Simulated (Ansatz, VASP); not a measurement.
**Two plane-wave programs on Cu**

File INCAR:

```
SYSTEM = Cu
ALGO = Normal
EDIFF = 1E-6
ENCUT = 600
GGA = PS
GGA_COMPAT = .FALSE.
ISIF = 2
ISMEAR = -1
LASPH = .TRUE.
LCHARG = .FALSE.
LREAL = .FALSE.
LWAVE = .FALSE.
NBANDS = 18
NELM = 120
PREC = Accurate
SIGMA = 0.1
```

KPOINTS

```
k-points
0
G
  14 14 14
  0 0 0
```

The input POSCAR:

```
Cu
1.0
    0.0000000000      1.9744634276      1.9744634276
    1.9744634276      0.0000000000      1.9744634276
    1.9744634276      1.9744634276      0.0000000000
Cu
2
Direct
   -0.1250000000     -0.1250000000     -0.1250000000
    0.1250000000      0.1250000000      0.1250000000
```

Input for Ansatz:

```yaml
crystal:
  lattice:
    - [0.0, 1.9744634276, 1.9744634276]
    - [1.9744634276, 0.0, 1.9744634276]
    - [1.9744634276, 1.9744634276, 0.0]
  atoms:
    - { symbol: Cu, position: [-0.125, -0.125, -0.125] }
    - { symbol: Cu, position: [0.125, 0.125, 0.125] }
kpoints:
  mp_grid: { grid: [14, 14, 14] }
  band_path:
    path:
      - [0.0, 0.0, 0.0]
      - [0.5, 0.0, 0.5]
      - [0.625, 0.25, 0.625]
      - [0.375, 0.375, 0.75]
      - [0.0, 0.0, 0.0]
      - [0.5, 0.5, 0.5]
      - [0.5, 0.25, 0.75]
      - [0.5, 0.0, 0.5]
    npoints: 8
scf:
  occupations: { method: fermi_dirac, width: 0.1 }
hamiltonian:
  xc: pbesol
  pseudopotentials: { kind: paw }
output:
  forces: true
  stress: true
  eigenvalues: true
  populations: true
  dos: { projected: true, de: 0.2, e_range: [-14, 8] }
```

Change from the starting cell: volume scaled by 0.43, PAW files.

Alike in both runs: task single point; functional PBEsol; k mesh 14 × 14 × 14; occupations fermi-dirac, width 0.1 eV; no spin polarisation.

```csv
,VASP,Ansatz
version,VASP 6.6.1,Ansatz 0.2.0
potentials or method,"VASP PAW PBE potentials, release 64 (Cu)","PAW with Ansatz's default frozen-core files, scalar-relativistic"
plane-wave cutoff (eV),600,420
valence electrons in the cell,22,38
```

|  | VASP | Ansatz | Ansatz less VASP |
| --- | --- | --- | --- |
| pressure (GPa) | 423.2 | 418.7 | -4.48 |

VASP's potentials were made for PBE, not for PBEsol. Both programs put the cell under a high pressure, so it lies far from rest at this level. VASP's potentials hold 22 valence electrons a cell and Ansatz's 38, so a difference there can come from the potentials and not from the codes.

Noted on VASP's run: the cell as given lies far from equilibrium.
